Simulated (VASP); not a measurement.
Input of a VASP 6.6.1 run:

INCAR

```
ALGO = Normal ; EDIFF = 1E-6
ENCUT = 500 ; GGA_COMPAT = F
ISIF = 2 ; ISMEAR = 0
LASPH = T ; LCHARG = T
LELF = T ; LREAL = F
LVHAR = T ; LWAVE = F
NBANDS = 14 ; NELM = 120
PREC = Accurate ; SIGMA = 0.1
```

The input KPOINTS:

```
k-points
0
Gamma
  8 8 8
```

File POSCAR:

```
Bi
1.0
   -1.8192974160      1.8192974160      1.8192974160
    1.8192974160     -1.8192974160      1.8192974160
    1.8192974160      1.8192974160     -1.8192974160
Bi
1
Direct
    0.0000000000      0.0000000000      0.0000000000
```

Potentials or basis: VASP PAW LDA potentials, release 64 (Bi_d).

Command:

```bash
$ cat potpaw_LDA.64/Bi_d/POTCAR > POTCAR
$ mpirun -np 1 vasp_std > vasp.out
```

Problem. Predict the pressure.

Solution. 20.5 GPa.
